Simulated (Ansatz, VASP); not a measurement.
## K in VASP and in Ansatz

```
K
1.0
     4.38575    0.00000    0.00000
     0.00000    4.38575    0.00000
     0.00000    0.00000    4.38575
K
1
Direct
  0.00000 0.00000 0.00000
```

Alike in both runs: task single point; functional r2SCAN; k mesh 12 × 12 × 12; occupations gaussian, width 0.15 eV; no spin polarisation.

|  | VASP | Ansatz |
| --- | --- | --- |
| version | VASP 6.6.1 | Ansatz 0.2.0 |
| potentials or method | VASP PAW PBE potentials, release 64 (K_sv), cutoff 520 eV | scalar-relativistic, plane waves, PAW |
| valence electrons in the cell | 9 | 9 |

VASP gave:

| Quantity | Value |
| --- | --- |
| gap on the k mesh at the Fermi level (eV) | none |
| pressure (GPa) | -0.2 |

Problem. What did Ansatz give for the same quantities?

Solution. gap on the k mesh at the Fermi level (eV): none; pressure (GPa): -0.1.

VASP's potentials were made for PBE, not for r2SCAN. A gap of «none» marks a metal or a gap that the smearing closes.
